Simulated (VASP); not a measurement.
# Cs (Fd-3m) in VASP: a series of runs, part 2 of 2

VASP 6.6.1.

**3. Single point, PBE (162.96 Å³/atom)**

This run uses another cell than the first one, of 162.96 Å³/atom.

INCAR reads:

```
SYSTEM = Cs
PREC = Accurate
ENCUT = 500
EDIFF = 1E-6
ISMEAR = -1
SIGMA = 0.1
LREAL = .FALSE.
LASPH = .TRUE.
NELM = 120
ALGO = Normal
ISIF = 2
LWAVE = .FALSE.
LCHARG = .TRUE.
GGA = PE
LELF = .TRUE.
LVHAR = .TRUE.
NBANDS = 16
GGA_COMPAT = .FALSE.
```

KPOINTS reads:

```
regular mesh
0
G
  6 6 6
  0 0 0
```

POSCAR reads:

```
Cs
1.0
    0.0000000000      5.4621131616      5.4621131616
    5.4621131616      0.0000000000      5.4621131616
    5.4621131616      5.4621131616      0.0000000000
Cs
2
Direct
    0.1250000000      0.1250000000      0.1250000000
    0.8750000000      0.8750000000      0.8750000000
```

Potentials or basis: VASP PAW PBE potentials, release 64 (Cs_sv).

Started as:

```
$ cat potpaw_PBE.64/Cs_sv/POTCAR > POTCAR
$ mpirun -np 1 vasp_std > vasp.out
```

OUTCAR:

```text
SYSTEM = Cs
   PREC = Accurate
   ENCUT = 500
   EDIFF = 1E-6
   ISMEAR = -1
   LREAL = .FALSE.
   LASPH = .TRUE.
   NELM = 120
   ISIF = 2
   GGA = PE

 ion  position               nearest neighbor table
   1  0.125  0.125  0.125-
   2  0.875  0.875  0.875-

  LATTYP: Found a face centered cubic cell.
 ALAT       =    10.9242263232

  Lattice vectors:

 A1 = (   0.0000000000,   5.4621131616,   5.4621131616)
 A2 = (   5.4621131616,   0.0000000000,   5.4621131616)
[... 477 lines left out ...]
     16       1.5758      0.00000

------------------------ aborting loop because EDIFF is reached ----------------------------------------

  FORCE on cell =-STRESS in cart. coord.  units (eV):
  Direction    XX          YY          ZZ          XY          YZ          ZX
  --------------------------------------------------------------------------------------
  -------------------------------------------------------------------------------------
  Total        0.2267630      0.2267630      0.2267630     -0.0000000      0.0000000      0.0000000
  in kB        1.1147327      1.1147327      1.1147327     -0.0000000      0.0000000      0.0000000
  external PRESSURE =       1.1147327 kB  Pullay stress =       0.0000000 kB

 VOLUME and BASIS-vectors are now :
 -----------------------------------------------------------------------------
  energy-cutoff  :      500.00
  volume of cell :      325.92
      direct lattice vectors                 reciprocal lattice vectors
     0.000000000  5.462113162  5.462113162    -0.091539663  0.091539663  0.091539663
     5.462113162  0.000000000  5.462113162     0.091539663 -0.091539663  0.091539663
     5.462113162  5.462113162  0.000000000     0.091539663  0.091539663 -0.091539663

 POSITION                                       TOTAL-FORCE (eV/Angst)
 -----------------------------------------------------------------------------------
      1.36553      1.36553      1.36553        -0.000000      0.000000      0.000000
      9.55870      9.55870      9.55870         0.000000     -0.000000     -0.000000
 -----------------------------------------------------------------------------------
    total drift:                                0.000000      0.000000     -0.000000

  FREE ENERGIE OF THE ION-ELECTRON SYSTEM (eV)
  ---------------------------------------------------
  free  energy   TOTEN  =        -1.2097447593 eV

  energy  without entropy=       -1.1412192272  energy(sigma->0) =       -1.17548199
```

OSZICAR:

```text
N       E                     dE             d eps       ncg     rms          rms(c)
DAV:   1     0.142285587139E+03    0.14229E+03   -0.56255E+03   512   0.761E+02
DAV:   2     0.208182752228E+02   -0.12147E+03   -0.11622E+03   824   0.140E+02
DAV:   3    -0.605140615921E+00   -0.21423E+02   -0.21275E+02   664   0.635E+01
DAV:   4    -0.120577418106E+01   -0.60063E+00   -0.60046E+00   664   0.126E+01
DAV:   5    -0.121052064377E+01   -0.47465E-02   -0.47463E-02   688   0.116E+00    0.164E-01
DAV:   6    -0.120960793534E+01    0.91271E-03   -0.31863E-03   712   0.250E-01    0.109E-01
DAV:   7    -0.120956336997E+01    0.44565E-04   -0.58330E-03   688   0.301E-01    0.500E-02
DAV:   8    -0.120970859124E+01   -0.14522E-03   -0.37991E-04   696   0.760E-02    0.139E-02
DAV:   9    -0.120973538464E+01   -0.26793E-04   -0.52518E-05   720   0.302E-02    0.937E-03
DAV:  10    -0.120974398082E+01   -0.85962E-05   -0.18430E-05   672   0.137E-02    0.213E-03
DAV:  11    -0.120974475935E+01   -0.77853E-06   -0.12280E-06   592   0.471E-03
   1 F= -.12097448E+01 E0= -.11754820E+01  d E =-.685255E-01
```

stdout:

```text
POSCAR found type information on POSCAR Cs
 POSCAR found :  1 types and       2 ions
 scaLAPACK will be used
 LDA part: xc-table for (Slater+PW92), standard interpolation
 POSCAR, INCAR and KPOINTS ok, starting setup
 FFT: planning ... GRIDC
 FFT: planning ... GRID_SOFT
 FFT: planning ... GRID
 WAVECAR not read
 entering main loop
```

Run time: 71 s. Hardware: 1 thread of AMD EPYC 7R43 (Zen 3), shared host; peak memory 0.4 GiB.

Results:

```yaml
Free_energy: -1.2097 eV
Pressure: 0.1 GPa
Band_gap_on_the_k_mesh: zero (bands 9 and 10 overlap by 0.10 eV)
```

Levels at points of the mesh, in eV from the Fermi level:
```
           k point  band 5  band 6  band 7  band 8  band 9  band 10  band 11  band 12  band 13  band 14
(0.00, 0.00, 0.00)  -11.20  -11.06  -11.06  -11.06   -1.40     1.31     1.31     1.40     1.40     1.40
(0.50, 0.00, 0.00)  -11.20  -11.07  -11.05  -11.05   -0.55     0.03     1.10     1.10     1.31     1.66
(0.50, 0.50, 0.00)  -11.13  -11.13  -11.04  -11.04    0.04     0.04     0.62     0.62     1.58     1.58
```

Caveat: spin-orbit coupling is left out, which moves the levels of the heavy elements.

**4. Single point, PBE (170.37 Å³/atom)**

This run uses another cell than the first one, of 170.37 Å³/atom.

INCAR reads:

```
PREC = Accurate
ENCUT = 500
EDIFF = 1E-6
ISMEAR = -1
SIGMA = 0.1
LREAL = F
LASPH = T
NELM = 120
ALGO = Normal
ISIF = 2
LWAVE = F
LCHARG = F
GGA = PE
NBANDS = 16
GGA_COMPAT = F
```

KPOINTS reads:

```
Automatic mesh
0
Gamma
  6 6 6
```

POSCAR reads:

```
Cs
1.0
    0.0000000000      5.5436492595      5.5436492595
    5.5436492595      0.0000000000      5.5436492595
    5.5436492595      5.5436492595      0.0000000000
Cs
2
Direct
    0.1250000000      0.1250000000      0.1250000000
    0.8750000000      0.8750000000      0.8750000000
```

Started as:

```
$ cat potpaw_PBE.64/Cs_sv/POTCAR > POTCAR
$ mpirun -np 1 vasp_std > vasp.out
```

It took 78 s on 1 thread of AMD EPYC 7R43 (Zen 3), shared host; peak memory 0.47 GiB.

Results (log left out):

```
Free energy            : -1.2185 eV
Pressure               : 0.1 GPa
Band gap on the k mesh : zero (bands 9 and 10 overlap by 0.08 eV)
```

Levels at points of the mesh, in eV from the Fermi level:
| k point | band 6 | band 7 | band 8 | band 9 | band 10 | band 11 | band 12 | band 13 |
| --- | --- | --- | --- | --- | --- | --- | --- | --- |
| (0.00, 0.00, 0.00) | -11.06 | -11.06 | -11.06 | -1.36 | 1.33 | 1.33 | 1.39 | 1.39 |
| (0.50, 0.00, 0.00) | -11.07 | -11.05 | -11.05 | -0.55 | 0.04 | 1.12 | 1.12 | 1.30 |
| (0.50, 0.50, 0.00) | -11.13 | -11.04 | -11.04 | 0.03 | 0.03 | 0.64 | 0.64 | 1.53 |

Caveat: spin-orbit coupling is left out, which moves the levels of the heavy elements.

**5. Single point, PBE (177.77 Å³/atom)**

This run uses another cell than the first one, of 177.77 Å³/atom.

INCAR reads:

```
SYSTEM = Cs
PREC = Accurate
ENCUT = 500
EDIFF = 1E-6
ISMEAR = -1
SIGMA = 0.1
LREAL = .False.
LASPH = .True.
NELM = 120
ALGO = Normal
ISIF = 2
LWAVE = .False.
LCHARG = .True.
GGA = PE
LELF = .True.
LVHAR = .True.
NBANDS = 16
GGA_COMPAT = .False.
```

KPOINTS reads:

```
regular mesh
0
Gamma
  6 6 6
  0 0 0
```

POSCAR reads:

```
Cs
1.0
    0.0000000000      5.6228549500      5.6228549500
    5.6228549500      0.0000000000      5.6228549500
    5.6228549500      5.6228549500      0.0000000000
Cs
2
Direct
    0.1250000000      0.1250000000      0.1250000000
    0.8750000000      0.8750000000      0.8750000000
```

Started as:

```
$ cat potpaw_PBE.64/Cs_sv/POTCAR > POTCAR
$ mpirun -np 1 vasp_std > vasp.out
```

It took 92 s on 1 thread of AMD EPYC 7R43 (Zen 3), shared host; peak memory 0.46 GiB.

Results (log left out):

```
Free energy            : -1.2238 eV
Pressure               : 0.0 GPa
Band gap on the k mesh : zero (bands 9 and 10 overlap by 0.07 eV)
```

Levels at points of the mesh, in eV from the Fermi level:
| k point | band 6 | band 7 | band 8 | band 9 | band 10 | band 11 | band 12 | band 13 |
| --- | --- | --- | --- | --- | --- | --- | --- | --- |
| (0.00, 0.00, 0.00) | -11.06 | -11.06 | -11.06 | -1.31 | 1.35 | 1.35 | 1.38 | 1.38 |
| (0.50, 0.00, 0.00) | -11.07 | -11.05 | -11.05 | -0.54 | 0.05 | 1.14 | 1.14 | 1.29 |
| (0.50, 0.50, 0.00) | -11.12 | -11.04 | -11.04 | 0.03 | 0.03 | 0.66 | 0.66 | 1.49 |

Caveat: spin-orbit coupling is left out, which moves the levels of the heavy elements.

**6. Single point, PBE (185.18 Å³/atom)**

Edit INCAR of step 5 so:

```diff
@@ -12,6 +12,4 @@
 LWAVE = .False.
-LCHARG = .True.
+LCHARG = .False.
 GGA = PE
-LELF = .True.
-LVHAR = .True.
 NBANDS = 16
```

KPOINTS reads:

```
Automatic mesh
0
Gamma
  6 6 6
  0 0 0
```

POSCAR reads:

```
Cs
1.0
    0.0000000000      5.6998899330      5.6998899330
    5.6998899330      0.0000000000      5.6998899330
    5.6998899330      5.6998899330      0.0000000000
Cs
2
Direct
    0.1250000000      0.1250000000      0.1250000000
    0.8750000000      0.8750000000      0.8750000000
```

Potentials or basis: VASP PAW PBE potentials, release 64 (Cs_sv).

Started as:

```
$ cat potpaw_PBE.64/Cs_sv/POTCAR > POTCAR
$ mpirun -np 1 vasp_std > vasp.out
```

Wall time 89 s (1 thread of AMD EPYC 7R43 (Zen 3), shared host); peak memory 0.43 GiB.

Results (log left out):

- Free energy: -1.2261 eV
- Pressure: 0.0 GPa
- Band gap on the k mesh: zero (bands 9 and 10 overlap by 0.06 eV)

Levels at points of the mesh, in eV from the Fermi level:
| k point | band 6 | band 7 | band 8 | band 9 | band 10 | band 11 | band 12 | band 13 |
| --- | --- | --- | --- | --- | --- | --- | --- | --- |
| (0.00, 0.00, 0.00) | -11.06 | -11.06 | -11.06 | -1.27 | 1.36 | 1.36 | 1.37 | 1.37 |
| (0.50, 0.00, 0.00) | -11.07 | -11.06 | -11.06 | -0.53 | 0.07 | 1.16 | 1.16 | 1.28 |
| (0.50, 0.50, 0.00) | -11.11 | -11.05 | -11.05 | 0.02 | 0.02 | 0.68 | 0.68 | 1.45 |

Caveat: spin-orbit coupling is left out, which moves the levels of the heavy elements.

**7. Summary**

```csv
cell,k mesh,gap on the mesh (eV),pressure (GPa)
"a = 8.061 Å, angles 60.0°, 2 atoms",5 × 5 × 5,-,0.0
"a = 7.725 Å, angles 60.0°, 2 atoms",6 × 6 × 6,none,0.1
"a = 7.840 Å, angles 60.0°, 2 atoms",6 × 6 × 6,none,0.1
"a = 7.952 Å, angles 60.0°, 2 atoms",6 × 6 × 6,none,0.0
"a = 8.061 Å, angles 60.0°, 2 atoms",6 × 6 × 6,none,0.0
```

Alike in all rows: task single point; level PBE; potentials or basis VASP PAW PBE potentials, release 64 (Cs_sv); no spin polarisation; cutoff (eV) 500; smearing fermi-dirac 0.1 eV.

Caveats: spin-orbit coupling is left out, which moves the levels of the heavy elements.

Absolute energies hang on the potentials; compare differences alone.
